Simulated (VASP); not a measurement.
A run of VASP 6.6.1:

The input POSCAR:

```
GaSb
1.0
    0.0000000000      3.0658788003      3.0658788003
    3.0658788003      0.0000000000      3.0658788003
    3.0658788003      3.0658788003      0.0000000000
Ga Sb
1 1
Direct
    0.0000000000      0.0000000000      0.0000000000
    0.2500000000      0.2500000000      0.2500000000
```

INCAR.step1

```
SYSTEM = GaSb
PREC = Accurate
ENCUT = 550
ISMEAR = -1
SIGMA = 0.02
LREAL = .FALSE.
LASPH = .TRUE.
NELM = 200
ISPIN = 2
MAGMOM = 0 0
NBANDS = 20
GGA = PE
ALGO = Normal
EDIFF = 1E-5
LWAVE = .TRUE.
LCHARG = .FALSE.
GGA_COMPAT = .FALSE.
```

The input INCAR.step2:

```
SYSTEM = GaSb
PREC = Accurate
ENCUT = 550
EDIFF = 1E-6
ISMEAR = -1
SIGMA = 0.02
LREAL = .FALSE.
LASPH = .TRUE.
NELM = 200
ALGO = Normal
ISIF = 2
LWAVE = .FALSE.
LCHARG = .FALSE.
ISPIN = 2
MAGMOM = 0 0
LORBIT = 11
METAGGA = R2SCAN
LMIXTAU = .TRUE.
NBANDS = 20
ISTART = 1
GGA_COMPAT = .FALSE.
```

KPOINTS

```
Automatic mesh
0
G
  6 6 6
  0 0 0
```

Potentials or basis: VASP PAW PBE potentials, release 64 (Ga_d, Sb).

The run is started by

```console
$ cat potpaw_PBE.64/Ga_d/POTCAR potpaw_PBE.64/Sb/POTCAR > POTCAR
$ cp INCAR.step1 INCAR
$ mpirun -np 1 vasp_std > vasp.out
$ cp INCAR.step2 INCAR
$ mpirun -np 1 vasp_std > vasp.out
```

Hardware: 1 thread of Intel(R) Xeon(R) 6975P-C (Granite Rapids), on a shared host.

How long does it take, and how much memory?

It took 61 s on 1 thread of Intel(R) Xeon(R) 6975P-C (Granite Rapids) (shared host), peak memory 0.27 GiB. Counts: k points 16.
